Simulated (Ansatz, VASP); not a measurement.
## Two plane-wave programs on NaH

```xyz
2
Lattice="0.0000 2.3484 2.3484 2.3484 0.0000 2.3484 2.3484 2.3484 0.0000" Properties=species:S:1:pos:R:3 pbc="T T T"
Na    0.0000    0.0000    0.0000
H     2.3484    2.3484    2.3484
```

Alike in both runs: functional r2SCAN; k mesh 10 × 10 × 10; occupations fermi-dirac, width 0.02 eV; no spin polarisation.

Ansatz relaxed the structure, and its values are those at the end. VASP's run is a single point on that final structure, the one shown.

|  | VASP | Ansatz |
| --- | --- | --- |
| version | VASP 6.6.1 | Ansatz 0.2.0 |
| potentials or method | VASP PAW PBE potentials, release 64 (Na_pv, H), cutoff 520 eV | PAW plane waves |
| valence electrons in the cell | 8 | 10 |

```tsv
	VASP	Ansatz	Ansatz less VASP
gap on the k mesh at the Fermi level (eV)	4.54	4.53	-0.010
pressure (GPa)	1.5	1.7	+0.19
```

VASP's potentials were made for PBE, not for r2SCAN. VASP's potentials hold 8 valence electrons a cell and Ansatz's 10, so a difference there can come from the potentials and not from the codes. Ansatz's warnings: stress scf threshold loose.
